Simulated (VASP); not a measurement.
Here is a VASP 6.6.1 calculation.

INCAR

```
PREC = Accurate ; ENCUT = 520
EDIFF = 1E-7 ; ISMEAR = 0
SIGMA = 0.1 ; LREAL = False
LASPH = True ; NELM = 60
ALGO = Fast ; ISIF = 2
LWAVE = False ; LCHARG = False
GGA = PS ; NBANDS = 26
```

KPOINTS

```
regular mesh
0
Gamma
  10 10 6
```

POSCAR

```
Al2Cu
1.0
    2.8059152413      2.8059152413      0.0000000000
   -2.8774947117      2.8774947117      0.0000000000
    0.0000000000      0.0000000000      5.7549894234
Al Cu
4 2
Direct
    0.5000000000      0.0000000000      0.2500000000
    0.0000000000      0.5000000000      0.2500000000
    0.0000000000      0.5000000000      0.7500000000
    0.5000000000      0.0000000000      0.7500000000
    0.0000000000      0.0000000000      0.5000000000
    0.5000000000      0.5000000000      0.0000000000
```

Potentials or basis: VASP PAW PBE potentials, release 64 (Al, Cu).

Command:

```sh
$ cat potpaw_PBE.64/Al/POTCAR potpaw_PBE.64/Cu/POTCAR > POTCAR
$ mpirun -np 1 vasp_std > vasp.out
```

Predict the band gap on the k mesh.

zero (band 17 reaches 8.89 eV, above the bottom of band 18 at 4.70 eV).

Predict the pressure.

1.7 GPa.

Forces in eV/Å, atoms in the order of the input:
```
Al   0.000  0.000 -0.138
Al   0.000  0.000  0.138
Al   0.000  0.000 -0.138
Al   0.000  0.000  0.138
Cu   0.000  0.000  0.000
Cu   0.000  0.000  0.000
```

Caveat: the cell differs from its parent crystal (uniaxial strain along a: -2.0 %); the PAW data sets were made with another functional, which shifts forces and pressure a little.
